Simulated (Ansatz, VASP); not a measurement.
## One calculation of N, two programs

```
CELL_PARAMETERS angstrom
5.38750 0.00000 0.00000
0.00000 5.38750 0.00000
0.00000 0.00000 5.38750
ATOMIC_POSITIONS crystal
N 0.00037 0.00037 0.00037
N 0.49963 0.99963 0.50037
N 0.50037 0.49963 0.99963
N 0.99963 0.50037 0.49963
```

Alike in both runs: task relaxation of the atoms; functional r2SCAN; k mesh 4 × 4 × 4; occupations gaussian, width 0.02 eV; collinear spin.

|  | VASP | Ansatz |
| --- | --- | --- |
| version | VASP 6.6.1 | Ansatz 0.2.0 |
| potentials or method | VASP PAW PBE potentials, release 64 (N), cutoff 520 eV | scalar-relativistic, plane waves, PAW |
| valence electrons in the cell | 20 | 20 |

Ansatz gave:

```
gap on the k mesh at the Fermi level, each at its own relaxed structure (eV) : 4.33
net moment per atom (μB)                                                     : 3.00
size of the moment on the site where the two differ most (μB)                : 2.93
```

**Question.** What did VASP give for the same quantities?

**Answer.** gap on the k mesh at the Fermi level, each at its own relaxed structure (eV): 4.33; net moment per atom (μB): 3.00; size of the moment on the site where the two differ most (μB): 1.99.

VASP's potentials were made for PBE, not for r2SCAN. Site moments also hang on the region over which each program counts them. Ansatz's warnings: stress scf threshold loose.

Noted on VASP's run: the relaxation stopped at its first step, so nothing moved.
